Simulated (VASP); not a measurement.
# InSb (I-4m2) in VASP: a series of runs, part 2 of 2

VASP 6.6.1. The steps go on from the part before.

**3. Single point, PBEsol (strain +0.0250 x Voigt [1, 0, 0, 0, 0, 0])**

Contents of INCAR:

```
ALGO = Normal
EDIFF = 1E-7
ENCUT = 520
GGA = PS
ISIF = 2
ISMEAR = 0
LASPH = True
LCHARG = False
LREAL = False
LWAVE = False
NBANDS = 16
NELM = 80
PREC = Accurate
SIGMA = 0.15
```

Contents of KPOINTS:

```
k-points
0
Gamma
  12 12 12
```

Contents of POSCAR:

```
InSb
1.0
    0.0000000000      3.2391000000      3.2391000000
    3.3200775000      0.0000000000      3.2391000000
    3.3200775000      3.2391000000      0.0000000000
In Sb
1 1
Direct
    0.0000000000      0.0000000000      0.0000000000
    0.7500000000      0.7500000000      0.7500000000
```

Potentials or basis: VASP PAW PBE potentials, release 64 (In_d, Sb).

Command:

```sh
$ cat potpaw_PBE.64/In_d/POTCAR potpaw_PBE.64/Sb/POTCAR > POTCAR
$ mpirun -np 1 vasp_std > vasp.out
```

Wall time 3.6 min (1 thread of Intel Xeon 8259CL, shared host); peak memory 0.35 GiB.

The run converged. Its results:

```yaml
Free_energy: -7.6981 eV
Pressure: -0.2 GPa
Band_gap_on_the_k_mesh: zero (filled and empty bands touch)
```

Stress tensor (GPa, compression positive):
```
-0.72  0.00  0.00
 0.00  0.00  0.00
 0.00  0.00  0.00
```

Levels at points of the mesh, in eV from the Fermi level:
| k point | band 7 | band 8 | band 9 | band 10 | band 11 | band 12 |
| --- | --- | --- | --- | --- | --- | --- |
| (0.00, 0.00, 0.00) | -0.53 | -0.22 | -0.09 | -0.09 | 2.79 | 2.79 |
| (0.50, 0.00, 0.00) | -5.67 | -1.19 | -1.03 | 0.29 | 3.59 | 3.70 |
| (0.50, 0.50, 0.00) | -5.94 | -2.38 | -2.36 | 1.09 | 1.13 | 7.78 |
| (0.00, 0.50, 0.50) | -6.05 | -2.24 | -2.24 | 1.25 | 1.27 | 7.83 |

Caveat: the cell differs from its parent crystal (strain +0.0250 x Voigt [1, 0, 0, 0, 0, 0]); semilocal functionals underestimate gaps, so a narrow gap can read as zero; the PAW data sets were made with another functional, which shifts forces and pressure a little; spin-orbit coupling is left out, which moves the levels of the heavy elements.

**4. Single point, PBEsol (strain +0.0500 x Voigt [1, 0, 0, 0, 0, 0])**

Contents of INCAR:

```
ALGO = Normal ; EDIFF = 1E-6
ENCUT = 520 ; GGA = PS
ISIF = 2 ; ISMEAR = 0
LASPH = T ; LCHARG = F
LREAL = F ; LWAVE = F
NBANDS = 16 ; NELM = 100
PREC = Accurate ; SIGMA = 0.15
```

KPOINTS is that of step 3.

Contents of POSCAR:

```
InSb
1.0
    0.0000000000      3.2391000000      3.2391000000
    3.4010550000      0.0000000000      3.2391000000
    3.4010550000      3.2391000000      0.0000000000
In Sb
1 1
Direct
    0.0000000000      0.0000000000      0.0000000000
    0.7500000000      0.7500000000      0.7500000000
```

Potentials or basis: VASP PAW PBE potentials, release 64 (In_d, Sb).

Command:

```sh
$ cat potpaw_PBE.64/In_d/POTCAR potpaw_PBE.64/Sb/POTCAR > POTCAR
$ mpirun -np 1 vasp_std > vasp.out
```

OUTCAR:

```text
EDIFF = 1E-6
   ENCUT = 520
   GGA = PS
   ISIF = 2
   ISMEAR = 0
   LASPH = T
   LREAL = F
   NELM = 100
   PREC = Accurate

 ion  position               nearest neighbor table
   1  0.000  0.000  0.000-   2 2.85   2 2.85   2 2.85   2 2.85
   2  0.750  0.750  0.750-   1 2.85   1 2.85   1 2.85   1 2.85

  LATTYP: Found a body centered tetragonal cell.
 ALAT       =     4.5807791499
 C/A-ratio  =     1.4849242405

  Lattice vectors:

[... 643 lines left out ...]

------------------------ aborting loop because EDIFF is reached ----------------------------------------

  FORCE on cell =-STRESS in cart. coord.  units (eV):
  Direction    XX          YY          ZZ          XY          YZ          ZX
  --------------------------------------------------------------------------------------
  -------------------------------------------------------------------------------------
  Total       -0.9765511     -0.3155577     -0.3155577      0.0000000      0.0000000      0.0000000
  in kB      -21.9236659     -7.0843005     -7.0843005      0.0000000      0.0000000      0.0000000
  external PRESSURE =     -12.0307556 kB  Pullay stress =       0.0000000 kB

 VOLUME and BASIS-vectors are now :
 -----------------------------------------------------------------------------
  energy-cutoff  :      520.00
  volume of cell :       71.37
      direct lattice vectors                 reciprocal lattice vectors
     0.000000000  3.239100000  3.239100000    -0.147013206  0.154363867  0.154363867
     3.401055000  0.000000000  3.239100000     0.147013206 -0.154363867  0.154363867
     3.401055000  3.239100000  0.000000000     0.147013206  0.154363867 -0.154363867

 POSITION                                       TOTAL-FORCE (eV/Angst)
 -----------------------------------------------------------------------------------
      0.00000      0.00000      0.00000        -0.000000     -0.000000      0.000000
      5.10158      4.85865      4.85865         0.000000      0.000000     -0.000000
 -----------------------------------------------------------------------------------
    total drift:                               -0.000000      0.000000      0.000000

  FREE ENERGIE OF THE ION-ELECTRON SYSTEM (eV)
  ---------------------------------------------------
  free  energy   TOTEN  =        -7.6829114103 eV

  energy  without entropy=       -7.6825917875  energy(sigma->0) =       -7.68275160
```

OSZICAR:

```text
N       E                     dE             d eps       ncg     rms          rms(c)
DAV:   1     0.111613503674E+03    0.11161E+03   -0.78347E+03  5216   0.110E+03
DAV:   2    -0.720163395314E+00   -0.11233E+03   -0.10862E+03  5928   0.277E+02
DAV:   3    -0.761282184696E+01   -0.68927E+01   -0.68679E+01  6608   0.709E+01
DAV:   4    -0.780777626762E+01   -0.19495E+00   -0.19492E+00  6720   0.139E+01
DAV:   5    -0.781807270804E+01   -0.10296E-01   -0.10296E-01  7840   0.255E+00    0.373E+00
DAV:   6    -0.770362848846E+01    0.11444E+00   -0.17330E-01  7720   0.659E+00    0.212E+00
DAV:   7    -0.768323515998E+01    0.20393E-01   -0.61190E-02  7040   0.247E+00    0.580E-01
DAV:   8    -0.768249332889E+01    0.74183E-03   -0.70706E-03  6976   0.941E-01    0.231E-01
DAV:   9    -0.768291098604E+01   -0.41766E-03   -0.81242E-04  6392   0.247E-01    0.792E-02
DAV:  10    -0.768289042474E+01    0.20561E-04   -0.43184E-05  7200   0.462E-02    0.343E-02
DAV:  11    -0.768291088170E+01   -0.20457E-04   -0.35018E-05  6240   0.482E-02    0.224E-02
DAV:  12    -0.768291141031E+01   -0.52862E-06   -0.10280E-06  5120   0.781E-03
   1 F= -.76829114E+01 E0= -.76827516E+01  d E =-.319623E-03
```

Wall time 3.9 min (1 thread of Intel Xeon 8259CL, shared host); peak memory 0.35 GiB.

Results:

```yaml
Free_energy: -7.6829 eV
Pressure: -1.2 GPa
Band_gap_on_the_k_mesh: zero (filled and empty bands touch)
```

Levels at points of the mesh, in eV from the Fermi level:
```tsv
k point	band 6	band 7	band 8	band 9	band 10	band 11	band 12	band 13
(0.00, 0.00, 0.00)	-10.61	-0.71	-0.33	-0.08	-0.08	2.75	2.75	2.86
(0.50, 0.00, 0.00)	-9.35	-5.60	-1.26	-0.95	0.20	3.52	3.72	5.83
(0.50, 0.50, 0.00)	-8.76	-5.84	-2.37	-2.34	1.01	1.10	7.50	7.68
(0.00, 0.50, 0.50)	-8.89	-6.04	-2.12	-2.12	1.34	1.36	7.64	7.64
```

Caveat: the cell differs from its parent crystal (strain +0.0500 x Voigt [1, 0, 0, 0, 0, 0]); semilocal functionals underestimate gaps, so a narrow gap can read as zero; the PAW data sets were made with another functional, which shifts forces and pressure a little; spin-orbit coupling is left out, which moves the levels of the heavy elements.

**5. Summary**

| cell | gap on the mesh (eV) | pressure (GPa) |
| --- | --- | --- |
| a = 4.581, b = 4.524, c = 4.524 Å, angles 60.8, 59.6, 59.6°, 2 atoms | - | 2.1 |
| a = 4.581, b = 4.638, c = 4.638 Å, angles 59.2, 60.4, 60.4°, 2 atoms | none | -0.2 |
| a = 4.581, b = 4.697, c = 4.697 Å, angles 58.4, 60.8, 60.8°, 2 atoms | none | -1.2 |

Alike in all rows: task single point; level PBEsol; potentials or basis VASP PAW PBE potentials, release 64 (In_d, Sb); no spin polarisation; k mesh 12 × 12 × 12; cutoff (eV) 520; smearing gaussian 0.15 eV.

Caveats: the PAW data sets were made with another functional, which shifts forces and pressure a little; spin-orbit coupling is left out, which moves the levels of the heavy elements; semilocal functionals underestimate gaps, so a narrow gap can read as zero (at least some runs).

Total energies depend on the potentials used, so only differences within one code and one set of settings carry meaning.
